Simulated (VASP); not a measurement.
Here is a VASP 6.6.1 calculation.

File INCAR:

```
SYSTEM = PbSe
  ALGO = Normal
  EDIFF = 1E-6
  ENCUT = 500
  GGA = RE
  GGA_COMPAT = .False.
  ISIF = 2
  ISMEAR = 0
  IVDW = 13
  LASPH = .True.
  LCHARG = .False.
  LREAL = .False.
  LWAVE = .False.
  NBANDS = 17
  NELM = 120
  PREC = Accurate
  SIGMA = 0.01
```

KPOINTS

```
k-points
0
Gamma
  7 7 7
  0 0 0
```

Contents of POSCAR:

```
PbSe
1.0
    0.0000000000      2.7167717554      2.7167717554
    2.7167717554      0.0000000000      2.7167717554
    2.7167717554      2.7167717554      0.0000000000
Pb Se
1 1
Direct
    0.0000000000      0.0000000000      0.0000000000
    0.5000000000      0.5000000000      0.5000000000
```

Potentials or basis: VASP PAW PBE potentials, release 64 (Pb_d, Se).

Command:

```console
$ cat potpaw_PBE.64/Pb_d/POTCAR potpaw_PBE.64/Se/POTCAR > POTCAR
$ mpirun -np 1 vasp_std > vasp.out
```

(1) Predict the pressure.

(2) Predict the dispersion energy per atom.

Answers

(1) 39.9 GPa.

(2) -0.884 eV.

Caveat: the cell stands under pressure; the PAW data sets were made with another functional, which shifts forces and pressure a little.
